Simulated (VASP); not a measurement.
Set up this calculation in VASP 6.6.1, as the native input.

* Task: single point
* Functional: PBE
* Potentials or basis: VASP PAW PBE potentials, release 64 (Mg, O)
* Cutoff: 520 eV
* k mesh: 15 × 15 × 15
* Occupations: fermi-dirac, width 0.08 eV
* Spin: no spin polarisation
* Dipole correction: no
* Further INCAR settings: ALGO = Normal; EDIFF = 1e-06; NBANDS = 11

The structure of MgO (CsCl type) lies in POSCAR:

```
MgO
1.0
    2.1792908073      0.0000000000      0.0000000000
    0.0000000000      2.1792908073      0.0000000000
    0.0000000000      0.0000000000      2.1792908073
Mg O
1 1
Direct
    0.0000000000      0.0000000000      0.0000000000
    0.5000000000      0.5000000000      0.5000000000
```

This cell differs from its parent crystal: volume scaled by 0.55.

These files were run (other wordings do the same):

INCAR

```
PREC = Accurate ; ENCUT = 520
EDIFF = 1E-6 ; ISMEAR = -1
SIGMA = 0.08 ; LREAL = F
LASPH = T ; NELM = 80
ALGO = Normal ; ISIF = 2
LWAVE = F ; LCHARG = F
GGA = PE ; NBANDS = 11
```

KPOINTS

```
regular mesh
0
Gamma
  15 15 15
```

Potentials or basis: VASP PAW PBE potentials, release 64 (Mg, O).

The run is started by

```sh
$ cat potpaw_PBE.64/Mg/POTCAR potpaw_PBE.64/O/POTCAR > POTCAR
$ mpirun -np 1 vasp_std > vasp.out
```

Results of the run:

The pressure is 284.0 GPa and the band gap on the k mesh is 7.28 eV, direct.

Wall time 9.3 s on 1 thread of AMD EPYC 7R13 (shared host), peak memory 0.12 GiB.
